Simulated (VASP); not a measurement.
Write the native input for VASP 6.6.1 that does the following.

```
Task                   : single point
Functional             : PBE
Potentials or basis    : VASP PAW PBE potentials, release 64 (Ti_sv, C)
Cutoff                 : 520 eV
k mesh                 : 16 × 16 × 16
Occupations            : gaussian, width 0.1 eV
Spin                   : no spin polarisation
Dipole correction      : no
Further INCAR settings : ALGO = Normal; EDIFF = 1e-07; NBANDS = 15
```

The structure of TiC lies in POSCAR:

```
TiC
1.0
    0.0000000000      2.1593000000      2.1593000000
    2.1593000000      0.0000000000      2.1593000000
    2.1593000000      2.1593000000      0.0000000000
Ti C
1 1
Direct
    0.0000000000      0.0000000000      0.0000000000
    0.5000000000      0.5000000000      0.5000000000
```

These files were run (other wordings do the same):

INCAR

```
ALGO = Normal
EDIFF = 1E-7
ENCUT = 520
GGA = PE
ISIF = 2
ISMEAR = 0
LASPH = True
LCHARG = True
LELF = True
LREAL = False
LVHAR = True
LWAVE = False
NBANDS = 15
NELM = 100
PREC = Accurate
SIGMA = 0.1
```

KPOINTS

```
k-points
0
Gamma
  16 16 16
```

Potentials or basis: VASP PAW PBE potentials, release 64 (Ti_sv, C).

Launch:

```console
$ cat potpaw_PBE.64/Ti_sv/POTCAR potpaw_PBE.64/C/POTCAR > POTCAR
$ mpirun -np 1 vasp_std > vasp.out
```

Results of the run:

```
Pressure               : 2.8 GPa
Band gap on the k mesh : zero (bands 8 and 9 overlap by 1.10 eV)
```

Wall time 68 s on 1 thread of Intel Xeon 8259CL (shared host), peak memory 0.17 GiB.
